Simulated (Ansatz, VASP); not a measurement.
Ga4As3N: VASP beside Ansatz

POSCAR

```
Ga4As3N
1.0
   -2.7207240588      2.7207240588      5.3593798920
    2.7207240588     -2.7207240588      5.3593798920
    2.7207240588      2.7207240588     -5.3593798920
N Ga As
1 4 3
Direct
    0.0000000000      0.0000000000      0.0000000000
    0.6757337493      0.6757337493      0.5757609111
    0.9000271618      0.3242662507      0.0000000000
    0.0999728382      0.0999728382      0.4242390889
    0.3242662507      0.9000271618      0.0000000000
    0.2500000000      0.7500000000      0.5000000000
    0.5000000000      0.5000000000      0.0000000000
    0.7500000000      0.2500000000      0.5000000000
```

Contents of INCAR.step1:

```
  ALGO = Normal
  EDIFF = 1E-4
  ENCUT = 520
  GGA = PE
  ISMEAR = 0
  LASPH = T
  LCHARG = F
  LREAL = F
  LWAVE = T
  NBANDS = 46
  NELM = 60
  PREC = Accurate
  SIGMA = 0.01
```

The input INCAR.step2:

```
  ALGO = Normal
  EDIFF = 1E-7
  ENCUT = 520
  ISIF = 2
  ISMEAR = 0
  ISTART = 1
  LASPH = T
  LCHARG = F
  LMIXTAU = T
  LREAL = F
  LWAVE = F
  METAGGA = R2SCAN
  NBANDS = 46
  NELM = 60
  PREC = Accurate
  SIGMA = 0.01
```

File KPOINTS:

```
k-points
0
Gamma
  6 6 6
```

Input for Ansatz:

```yaml
crystal:
  lattice:
    - [-2.7207240588, 2.7207240588, 5.359379892]
    - [2.7207240588, -2.7207240588, 5.359379892]
    - [2.7207240588, 2.7207240588, -5.359379892]
  atoms:
    - { symbol: "N", position: [0.0, 0.0, 0.0] }
    - { symbol: Ga, position: [0.6757337493, 0.6757337493, 0.5757609111] }
    - { symbol: As, position: [0.25, 0.75, 0.5] }
    - { symbol: Ga, position: [0.9000271618, 0.3242662507, 0.0] }
    - { symbol: As, position: [0.5, 0.5, 0.0] }
    - { symbol: Ga, position: [0.0999728382, 0.0999728382, 0.4242390889] }
    - { symbol: As, position: [0.75, 0.25, 0.5] }
    - { symbol: Ga, position: [0.3242662507, 0.9000271618, 0.0] }
kpoints:
  mp_grid: { grid: [6, 6, 6] }
hamiltonian:
  xc: r2scan
scf:
  occupations: { method: fixed }
  n_extra_bands: 6
output:
  forces: true
  stress: true
  eigenvalues: true
```

Alike in both runs: task single point; functional r2SCAN; k mesh 6 × 6 × 6; no spin polarisation.

|  | VASP | Ansatz |
| --- | --- | --- |
| version | VASP 6.6.1 | Ansatz 0.2.0 |
| potentials or method | VASP PAW PBE potentials, release 64 (N, Ga_d, As) | plane waves, PAW |
| plane-wave cutoff (eV) | 520 | 500 |
| occupations | gaussian, width 0.01 eV | fixed |
| valence electrons in the cell | 72 | 102 |

Ansatz gave:

| Property | Result |
| --- | --- |
| gap on the k mesh at the Fermi level (eV) | 0.37 |
| pressure (GPa) | -2.5 |
| rms of the force components (eV/Å) | 0.005 |

Q: What did VASP give for the same quantities?

A: gap on the k mesh at the Fermi level (eV): 0.35; pressure (GPa): -2.3; rms of the force components (eV/Å): 0.013.

VASP's potentials were made for PBE, not for r2SCAN. VASP's potentials hold 72 valence electrons a cell and Ansatz's 102, so a difference there can come from the potentials and not from the codes.
